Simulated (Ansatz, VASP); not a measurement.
# BAs in VASP and in Ansatz

File INCAR:

```
SYSTEM = BAs
PREC = Accurate
ENCUT = 520
EDIFF = 1E-6
ISMEAR = 0
SIGMA = 0.05
LREAL = .False.
LASPH = .True.
NELM = 100
ALGO = Normal
ISIF = 2
LWAVE = .False.
LCHARG = .False.
GGA = PE
NBANDS = 11
```

KPOINTS

```
Automatic mesh
0
Gamma
  10 10 10
  0 0 0
```

The input POSCAR:

```
BAs
1.0
    0.0000000000      2.3885000000      2.3885000000
    2.4840400000      0.0000000000      2.3885000000
    2.4840400000      2.3885000000      0.0000000000
B As
1 1
Direct
    0.0000000000      0.0000000000      0.0000000000
    0.7500000000      0.7500000000      0.7500000000
```

Input for Ansatz:

```yaml
crystal:
  lattice:
    - [0.0, 2.3885, 2.3885]
    - [2.48404, 0.0, 2.3885]
    - [2.48404, 2.3885, 0.0]
  atoms:
    - { symbol: B, position: [0.0, 0.0, 0.0] }
    - { symbol: As, position: [0.75, 0.75, 0.75] }
basis:
  ecutwfc: 420
kpoints:
  mp_grid: { grid: [10, 10, 10] }
hamiltonian:
  xc: pbe
scf:
  occupations: { method: gaussian, width: 0.05 }
output:
  forces: true
  stress: true
  eigenvalues: true
```

Change from the starting cell: strain +0.0400 x Voigt [1, 0, 0, 0, 0, 0], atoms carried along.

Alike in both runs: task single point; functional PBE; k mesh 10 × 10 × 10; occupations gaussian, width 0.05 eV; no spin polarisation.

```csv
,VASP,Ansatz
version,VASP 6.6.1,Ansatz 0.2.0
potentials or method,"VASP PAW PBE potentials, release 64 (B, As), cutoff 520 eV","scalar-relativistic, plane waves, PAW"
valence electrons in the cell,8,18
```

Ansatz gave:

- gap on the k mesh at the Fermi level (eV): 0.93
- least direct gap on the mesh (eV): 3.03
- pressure (GPa): -2.4
- traceless stress, the component that is largest in VASP (GPa): -5.52

Estimate VASP's values.

gap on the k mesh at the Fermi level (eV): 0.93; least direct gap on the mesh (eV): 3.02; pressure (GPa): -1.9; traceless stress, the component that is largest in VASP (GPa): -5.50.

VASP's potentials hold 8 valence electrons a cell and Ansatz's 18, so a difference there can come from the potentials and not from the codes.
